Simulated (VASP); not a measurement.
# Mg (C2/c) in VASP: a series of runs

Mg is run at these levels: LDA; tasks: single point.

Program: VASP 6.6.1. These are calculated values, not measurements. Logs are shortened: lines on timing, memory, paths and dates and some standing lists are left out, and cuts for length are marked.

### Step 1. The cell of the first run

The structure is monoclinic, space group C2/c (No. 15). Conventional cell: a = 3.225 Å, b = 5.589 Å, c = 5.183 Å, α = 90.00°, β = 90.11°, γ = 90.00°. Mg (site symmetry 2) has 12 Mg at 3.19 to 3.23 Å within 4.2 Å.

### Step 2. Single point, LDA (23.35 Å³/atom)

INCAR reads:

```
SYSTEM = Mg
ALGO = Normal ; EDIFF = 1E-6
ENCUT = 520 ; ISIF = 2
ISMEAR = -1 ; LASPH = .TRUE.
LCHARG = .TRUE. ; LELF = .TRUE.
LREAL = .FALSE. ; LVHAR = .TRUE.
LWAVE = .FALSE. ; NBANDS = 9
NELM = 80 ; PREC = Accurate
SIGMA = 0.1
```

KPOINTS reads:

```
k-points
0
G
  15 15 7
  0 0 0
```

POSCAR reads:

```
Mg
1.0
   -2.1683214542      1.7835884560      1.5892025925
    1.7835884560     -2.1683214542      1.5892025925
    3.9961565749      3.9961565749     -2.2938417833
Mg
2
Direct
    0.9583558781      0.0416441219      1.0000000000
    0.7916441219      0.2083558781      0.5000000000
```

Potentials or basis: VASP PAW LDA potentials, release 64 (Mg).

Command:

```sh
$ cat potpaw_LDA.64/Mg/POTCAR > POTCAR
$ mpirun -np 1 vasp_std > vasp.out
```

OUTCAR:

```text
SYSTEM = Mg
   EDIFF = 1E-6
   ENCUT = 520
   ISIF = 2
   ISMEAR = -1
   LASPH = .TRUE.
   LREAL = .FALSE.
   NELM = 80
   PREC = Accurate

 ion  position               nearest neighbor table
   1  0.958  0.042  0.000-   2 3.19   2 3.19   2 3.19   2 3.19   2 3.19   2 3.19
   2  0.792  0.208  0.500-   1 3.19   1 3.19   1 3.19   1 3.19   1 3.19   1 3.19

  Warning from LATTYP: Got some problem with cell dimensions!
  Tried to take original basis but could not verify dimensions!
  LATTYP: Found a base centered monoclinic cell.
 ALAT       =     3.2246392790
 B/A-ratio  =     1.7331689249
 C/A-ratio  =     1.6074229649
 COS(beta)  =    -0.0019523966

  Lattice vectors:

 A1 = (   2.1683214542,  -1.7835884560,  -1.5892025925)
 A2 = (  -1.7835884560,   2.1683214542,  -1.5892025925)
 A3 = (   3.6114235767,   3.6114235767,   0.8845634017)

Analysis of symmetry for initial positions (statically):
=====================================================================
 Subroutine PRICEL returns:
 Original cell was already a primitive cell.

 Routine SETGRP: Setting up the symmetry group for a
 base centered monoclinic supercell.

 Subroutine GETGRP returns: Found  4 space group operations
 (whereof  2 operations were pure point group operations)
 out of a pool of  4 trial point group operations.

The static configuration has the point symmetry C_2 .
 The point group associated with its full space group is C_2h.

Analysis of symmetry for dynamics (positions and initial velocities):
=====================================================================
 Subroutine PRICEL returns:
 Original cell was already a primitive cell.

 Routine SETGRP: Setting up the symmetry group for a
 base centered monoclinic supercell.

 Subroutine GETGRP returns: Found  4 space group operations
 (whereof  2 operations were pure point group operations)
 out of a pool of  4 trial point group operations.

The dynamic configuration has the point symmetry C_2 .
 The point group associated with its full space group is C_2h.

 Subroutine INISYM returns: Found  4 space group operations
 (whereof  2 operations are pure point group operations),
 and found     1 'primitive' translations

----------------------------------------------------------------------------------------

                                     Primitive cell

  volume of cell :      46.7072

  direct lattice vectors                    reciprocal lattice vectors
    -2.168321454  1.783588456  1.589202592    -0.029479750  0.223562455  0.338116118
     1.783588456 -2.168321454  1.589202592     0.223562455 -0.029479750  0.338116118
     3.996156575  3.996156575 -2.293841783     0.134462952  0.134462952  0.032552385

  length of vectors
     3.226200643  3.226200643  6.099200347     0.406413258  0.406413258  0.192925449

  position of ions in fractional coordinates (direct lattice)
     0.958355878  0.041644122  0.000000000
     0.791644122  0.208355878  0.500000000

  ion indices of the primitive-cell ions
   primitive index   ion index
                 1           1
                 2           2

----------------------------------------------------------------------------------------

 KPOINTS: k-points

Automatic generation of k-mesh.
 Grid dimensions read from file:
 generate k-points for:   15   15    7

 Generating k-lattice:

  Cartesian coordinates                     Fractional coordinates (reciprocal lattice)
    -0.001965317  0.014904164  0.022541075     0.066666667  0.000000000 -0.000000000
     0.014904164 -0.001965317  0.022541075     0.000000000  0.066666667 -0.000000000
     0.019208993  0.019208993  0.004650341    -0.000000000 -0.000000000  0.142857143

  Length of vectors
     0.027094217  0.027094217  0.027560778

  Shift w.r.t. Gamma in fractional coordinates (k-lattice)
     0.000000000  0.000000000  0.000000000

 Subroutine IBZKPT returns following result:
 ===========================================

 Found    424 irreducible k-points:

 Following reciprocal coordinates:
            Coordinates               Weight
  0.000000  0.000000  0.000000      1.000000
  0.066667  0.000000  0.000000      4.000000
  0.133333  0.000000  0.000000      4.000000
  0.200000 -0.000000 -0.000000      4.000000
  0.266667  0.000000  0.000000      4.000000
  0.333333  0.000000  0.000000      4.000000
[... 16 lines left out ...]
  0.133333  0.133333  0.000000      2.000000
  0.200000  0.133333  0.000000      4.000000
 [... further k-points ...]
   k-points           NKPTS =    424   k-points in BZ     NKDIM =    424   number of bands    NBANDS=      9
   number of dos      NEDOS =    301   number of ions     NIONS =      2
   total plane-waves  NPLWV =  27648
   dimension x,y,z NGX =    24 NGY =   24 NGZ =   48
   dimension x,y,z NGXF=    48 NGYF=   48 NGZF=   96
   ions per type =               2
   NGX,Y,Z   is equivalent  to a cutoff of  12.37, 12.37, 13.08 a.u.
   NGXF,Y,Z  is equivalent  to a cutoff of  24.73, 24.73, 26.17 a.u.
 SYSTEM =  Mg
   PREC   = accura    normal or accurate (medium, high low for compatibility)
   ISTART =      0    job   : 0-new  1-cont  2-samecut
   ICHARG =      2    charge: 1-file 2-atom 10-const
   ISPIN  =      1    spin polarized calculation?
   LNONCOLLINEAR =      F non collinear calculations
   LSORBIT =      F    spin-orbit coupling
   LASPH  =      T    aspherical Exc in radial PAW
   ENCUT  =  520.0 eV  38.22 Ry    6.18 a.u.   6.00  6.00 11.34*2*pi/ulx,y,z
   NELM   =     80;   NELMIN=  2; NELMDL= -5     # of ELM steps
   EDIFF  = 0.1E-05   stopping-criterion for ELM
   LREAL  =      F    real-space projection
   EDIFFG = 0.1E-04   stopping-criterion for IOM
   NSW    =      0    number of steps for IOM
   IBRION =     -1    ionic relax: 0-MD 1-quasi-New 2-CG
   NFREE  =      0    steps in history (QN), initial steepest desc. (CG)
   ISIF   =      2    stress and relaxation
   ISYM   =      2    0-nonsym 1-usesym 2-fastsym
   POTIM  = 0.5000    time-step for ionic-motion
   TEBEG  =    0.0;   TEEND  =   0.0 temperature during run
   PSTRESS=    0.0 pullay stress
   NELECT =       4.0000    total number of electrons
   NUPDOWN=      -1.0000    fix difference up-down
   EMIN   =  10.00;   EMAX   =-10.00  energy-range for DOS
   EFERMI =   0.00;   METHOD = LEGACY
   ISMEAR =    -1;   SIGMA  =   0.10  broadening in eV -4-tet -1-fermi 0-gaus
   EFERMI_NEDOS =   21; number of points for ismear=-14 and -15
   IALGO  =     38    algorithm
   IMIX   =      4    mixing-type and parameters
     AMIX     =   0.40;   BMIX     =  1.00
     AMIX_MAG =   1.60;   BMIX_MAG =  1.00
  volume/ion in A,a.u.               =      23.35       157.60
  Fermi-wavevector in a.u.,A,eV,Ry     =   0.721606  1.363638  7.084765  0.520716
  Thomas-Fermi vector in A             =   1.811357
   LORBIT       =      0    0 simple, 1 ext, 2 COOP (PROOUT), +10 PAW based schemes
   GGA     = CA    functional components
   LHFCALC =     F    Hartree Fock is set to
   AEXX    =    0.0000 exact exchange contribution
   IVDW    =     0    specifies the selected vdW correction
   LEPSILON=     F    determine dielectric tensor
   LRPA    =     F    only Hartree local field effects (RPA)
 non-spin polarized calculation
  energy-cutoff  :      520.00
  volume of cell :       46.71
 maximum number of plane-waves:      1282
   NGX = 11   NGY = 11   NGZ = 23

 number of electron       4.0000000 magnetization

 Free energy of the ion-electron system (eV)
  ---------------------------------------------------
  ext. energy  EPLUGINS =         0.00000000
  ---------------------------------------------------
  free energy    TOTEN  =        -3.59745154 eV

  energy without entropy =       -3.56950658  energy(sigma->0) =       -3.58347906

 E-fermi :   2.3700     XC(G=0):  -8.6245

 val. band max:        2.3686783246   @ k =  -0.4667   0.0667   0.1429
 cond. band min:       2.3726579157   @ k =  -0.3333  -0.3333   0.2857
 fundamental gap:      0.0039795911
 Fermi energy:         2.3700109480

 k-point     1 :       0.0000    0.0000    0.0000
  band No.  band energies     occupation
      1      -4.4645      2.00000
      2       0.8128      2.00000
      3       1.1985      1.99998
      4      13.0463      0.00000
      5      13.0582      0.00000
      6      13.0668      0.00000
      7      13.0807      0.00000
      8      14.1583      0.00000
      9      15.4837      0.00000

 k-point     2 :       0.0667    0.0000    0.0000
  band No.  band energies     occupation
      1      -4.3540      2.00000
      2       0.3733      2.00000
      3       1.8429      1.98978
      4      11.3348      0.00000
      5      12.0682      0.00000
      6      12.9010      0.00000
      7      14.2168      0.00000
      8      14.5273      0.00000
      9      15.6195      0.00000

 k-point     3 :       0.1333    0.0000    0.0000
  band No.  band energies     occupation
      1      -4.0231      2.00000
      2      -0.0117      2.00000
      3       2.8393      0.01815
      4       9.4011      0.00000
      5      11.2632      0.00000
      6      11.9836      0.00000
      7      13.0707      0.00000
      8      14.2747      0.00000
      9      14.6357      0.00000

 k-point     4 :       0.2000   -0.0000   -0.0000
  band No.  band energies     occupation
      1      -3.4740      2.00000
      2      -0.1941      2.00000
      3       4.0241      0.00000
      4       7.6052      0.00000
      5      10.3529      0.00000
      6      10.6462      0.00000
      7      11.6810      0.00000
      8      13.4687      0.00000
      9      13.4755      0.00000
[... 205 lines left out ...]
 k-point    22 :      -0.0667    0.0667    0.0000
  band No.  band energies     occupation
      1      -4.3788      2.00000
      2       0.8910      2.00000
      3       1.2822      1.99996
      4      11.3007      0.00000
      5      12.0578      0.00000
      6      12.9077      0.00000
      7      14.2141      0.00000
      8      14.9179      0.00000
      9      15.9247      0.00000

 k-point    23 :       0.1333    0.1333    0.0000
  band No.  band energies     occupation
      1      -3.0480      2.00000
      2      -0.4944      2.00000
      3       5.0719      0.00000
      4       7.8291      0.00000
      5       8.0953      0.00000
      6      10.2304      0.00000
      7      10.4579      0.00000
      8      12.4380      0.00000
      9      14.9044      0.00000

 k-point    24 :       0.2000    0.1333    0.0000
  band No.  band energies     occupation
      1      -2.2393      2.00000
      2      -0.4196      2.00000
      3       6.0230      0.00000
      4       6.7045      0.00000
      5       7.3976      0.00000
      6       8.3951      0.00000
      7       9.3310      0.00000
      8      11.8970      0.00000
      9      14.3893      0.00000

 [... further k-points ...]

------------------------ aborting loop because EDIFF is reached ----------------------------------------

  FORCE on cell =-STRESS in cart. coord.  units (eV):
  Direction    XX          YY          ZZ          XY          YZ          ZX
  --------------------------------------------------------------------------------------
  -------------------------------------------------------------------------------------
  Total       -0.8491510     -0.8491510     -0.8550072      0.0399196     -0.0263030     -0.0263030
  in kB      -29.1280778    -29.1280778    -29.3289625      1.3693448     -0.9022595     -0.9022595
  external PRESSURE =     -29.1950394 kB  Pullay stress =       0.0000000 kB

 VOLUME and BASIS-vectors are now :
 -----------------------------------------------------------------------------
  energy-cutoff  :      520.00
  volume of cell :       46.71
      direct lattice vectors                 reciprocal lattice vectors
    -2.168321454  1.783588456  1.589202592    -0.029479750  0.223562455  0.338116118
     1.783588456 -2.168321454  1.589202592     0.223562455 -0.029479750  0.338116118
     3.996156575  3.996156575 -2.293841783     0.134462952  0.134462952  0.032552385

 POSITION                                       TOTAL-FORCE (eV/Angst)
 -----------------------------------------------------------------------------------
     -2.00375      1.61901      1.58920        -0.000288      0.000288     -0.000000
      0.65316      2.95826      0.44228         0.000288     -0.000288      0.000000
 -----------------------------------------------------------------------------------
    total drift:                                0.000000     -0.000000     -0.000000

  FREE ENERGIE OF THE ION-ELECTRON SYSTEM (eV)
  ---------------------------------------------------
  free  energy   TOTEN  =        -3.5974515381 eV

  energy  without entropy=       -3.5695065841  energy(sigma->0) =       -3.58347906
```

Run time: 68 s. Hardware: 1 thread of Intel Xeon Platinum 8259CL at 2.50GHz (Skylake/Cascade Lake), shared host; peak memory 0.28 GiB.

What came out:

- Free energy: -3.5975 eV
- Pressure: -2.9 GPa
- Band gap on the k mesh: zero (bands 2 and 3 overlap by 2.08 eV)

(Part 1 of 2 ends here.)
